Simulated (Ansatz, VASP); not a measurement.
# One calculation of PbS, two programs

The input INCAR:

```
PREC = Accurate
ENCUT = 520
EDIFF = 1E-6
ISMEAR = -1
SIGMA = 0.05
LREAL = F
LASPH = T
NELM = 60
ALGO = Normal
ISIF = 2
LWAVE = F
LCHARG = F
GGA = CA
NBANDS = 17
```

File KPOINTS:

```
regular mesh
0
Gamma
  8 8 8
```

Contents of POSCAR:

```
PbS
1.0
    2.0695340594      1.1948460463      3.3814492087
   -2.0695340594      1.1948460463      3.3814492087
    0.0000000000     -2.3896920926      3.3814492087
Pb S
1 1
Direct
    0.9805657800      0.9805657800      0.9805657800
    0.4750355500      0.4750355500      0.4750355500
```

input.yaml

```yaml
crystal:
  lattice:
    - [2.0695340594, 1.1948460463, 3.3814492087]
    - [-2.0695340594, 1.1948460463, 3.3814492087]
    - [0.0, -2.3896920926, 3.3814492087]
  atoms:
    - { symbol: Pb, position: [0.98056578, 0.98056578, 0.98056578] }
    - { symbol: S, position: [0.47503555, 0.47503555, 0.47503555] }
kpoints:
  mp_grid: { grid: [8, 8, 8] }
scf:
  occupations: { method: fermi_dirac, width: 0.05 }
hamiltonian:
  xc: lda
  pseudopotentials: { kind: all_electron, lapw: { basis_error: 0.001 } }
output:
  forces: true
  stress: true
  eigenvalues: true
```

Change from the starting cell: volume scaled by 0.94.

Alike in both runs: task single point; functional LDA; k mesh 8 × 8 × 8; occupations fermi-dirac, width 0.05 eV; no spin polarisation.

|  | VASP | Ansatz |
| --- | --- | --- |
| version | VASP 6.6.1 | Ansatz 0.2.0 |
| potentials or method | VASP PAW LDA potentials, release 64 (Pb_d, S), cutoff 520 eV | all-electron LAPW, scalar-relativistic |

|  | VASP | Ansatz | Ansatz less VASP |
| --- | --- | --- | --- |
| gap on the k mesh at the Fermi level (eV) | 0.12 | 0.13 | +0.013 |
| least direct gap on the mesh (eV) | 0.12 | 0.13 | +0.013 |
| pressure (GPa) | -0.3 | -0.3 | -0.03 |
| rms of the force components (eV/Å) | 0.017 | 0.016 | -0.0012 |

LDA's correlation is that of Perdew and Zunger in VASP and of Perdew and Wang (1992) in Ansatz. Atom by atom the forces differ by 0.001 eV/Å (rms over components). Ansatz ran all-electron here, and VASP with PAW potentials.

Neither program's run includes spin-orbit coupling.
